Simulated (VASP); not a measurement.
Runs of VASP 6.6.1 on Au. The structure is that of space group Fm-3m (No. 225), or close to it. The cells are those of the table. 

| task | level | cell | cutoff (eV) | gap on the mesh (eV) | pressure (GPa) | relaxed volume (Å³/atom) |
| --- | --- | --- | --- | --- | --- | --- |
| single point | PBE | a = 2.944 Å, angles 60.0°, 1 atom | 500 | none | (a) | - |
| relaxation of cell and atoms | r2SCAN | relaxed from a = 2.944 Å, angles 60.0°, 1 atom | 550 | none | 0.0 | 17.64 |
| relaxation of cell and atoms | PBE | relaxed from a = 2.878 Å, angles 60.0°, 1 atom | 500 | none | 0.0 | 18.01 |
| single point | r2SCAN | a = 2.920 Å, angles 60.0°, 1 atom | 550 | none | (b) | - |
| single point | PBE | a = 2.920 Å, angles 60.0°, 1 atom | 500 | none | 3.4 | - |

Alike in all rows: potentials or basis VASP PAW PBE potentials, release 64 (Au); no spin polarisation; k mesh 10 × 10 × 10; smearing fermi-dirac 0.02 eV.

Task: Fill in the values left out.

Result: (a) -0.2; (b) 0.3.

Caveats: spin-orbit coupling is left out, which moves the levels of the heavy elements; the PAW data sets were made with another functional, which shifts forces and pressure a little (some runs).

A k mesh can miss the band edges, and the runs leave out spin-orbit coupling on Au.

A gap of «none» marks levels without a gap at the run's occupations.
